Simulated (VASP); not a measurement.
A run of VASP 6.6.1 is set up as follows.

The input INCAR:

```
SYSTEM = Mg6O6F
PREC = Accurate
ENCUT = 520
EDIFF = 1E-6
ISMEAR = -1
SIGMA = 0.02
LREAL = Auto
LASPH = .True.
NELM = 100
ALGO = Normal
ISIF = 2
LWAVE = .False.
LCHARG = .False.
GGA = PE
NBANDS = 74
```

KPOINTS

```
Automatic mesh
0
Gamma
  2 2 1
  0 0 0
```

File POSCAR:

```
Mg6O6F
1.0
    6.2383790000      0.0000000000      0.0000000000
    3.1191890000      5.4025950000      0.0000000000
    0.0000000000      0.0000000000     18.3670190000
Mg O F
12 12 2
Direct
    0.0000000000      0.0000000000      0.0544454000
    0.0000000000      0.5000000000      0.0544454000
    0.5000000000      0.0000000000      0.0544454000
    0.5000000000      0.5000000000      0.0544454000
    0.6710758325      0.6578063434      0.2035377078
    0.6710554445      0.1711219851      0.2035312278
    0.1665333164      0.6667704715      0.1941585787
    0.1577364688      0.1711266641      0.2034727849
    0.3357750534      0.3278208072      0.3304124929
    0.3358061072      0.8366671381      0.3304657622
    0.8329111106      0.3337212232      0.4290925768
    0.8268996740      0.8366893638      0.3305038095
    0.3333333000      0.8333333000      0.1237764000
    0.3333333000      0.3333333000      0.1237764000
    0.8333333000      0.8333333000      0.1237764000
    0.8333333000      0.3333333000      0.1237764000
    0.0090491993      0.5090208442      0.2514602077
    0.0090147084     -0.0180279936      0.2514740174
    0.4817747940      0.5091278807      0.2515044884
    0.4999487180     -0.0000191221      0.2532080463
    0.6677968501      0.1688623461      0.3779099216
    0.6678014820      0.6636922118      0.3779478454
    0.1627763635      0.1687855916      0.3778782443
    0.1662797496      0.6670065320      0.3777441335
    0.1660779347      0.6669350439      0.4563164868
    0.8337334403      0.3326271163      0.5291736150
```

Potentials or basis: VASP PAW PBE potentials, release 64 (Mg, O, F).

The run is started by

```bash
$ cat potpaw_PBE.64/Mg/POTCAR potpaw_PBE.64/O/POTCAR potpaw_PBE.64/F/POTCAR > POTCAR
$ mpirun -np 1 vasp_std > vasp.out
```

Task: Predict the largest force.

Result: 2.267 eV/Å.

Task: Estimate the band gap on the k mesh.

Result: Zero (bands 55 and 56 overlap by 0.04 eV).

Forces on the atoms (eV/Å):
```
Mg  -0.001  0.123  2.115
Mg  -0.107 -0.061  2.116
Mg   0.001 -0.001  2.267
Mg   0.107 -0.061  2.116
Mg  -0.002  0.008 -0.019
Mg  -0.008 -0.002 -0.020
Mg   0.002 -0.002 -0.038
Mg   0.010 -0.006 -0.020
Mg   0.002 -0.009 -0.028
Mg   0.010  0.003 -0.030
Mg  -0.001 -0.001 -0.012
Mg  -0.005  0.002 -0.028
O   -0.047 -0.027 -2.230
O    0.000  0.054 -2.230
O    0.047 -0.027 -2.230
O   -0.001  0.000 -1.740
O    0.012  0.009  0.022
O   -0.002 -0.015  0.020
O   -0.013  0.005  0.015
O    0.001  0.005 -0.004
O    0.017  0.009  0.002
O    0.002 -0.020  0.004
O   -0.017  0.010  0.002
O   -0.007  0.004 -0.336
F    0.002 -0.001  0.310
F    0.000  0.000 -0.026
```

Caveat: the k points lie up to 0.58 Å⁻¹ apart; there is no dipole correction, which matters where the two faces differ.
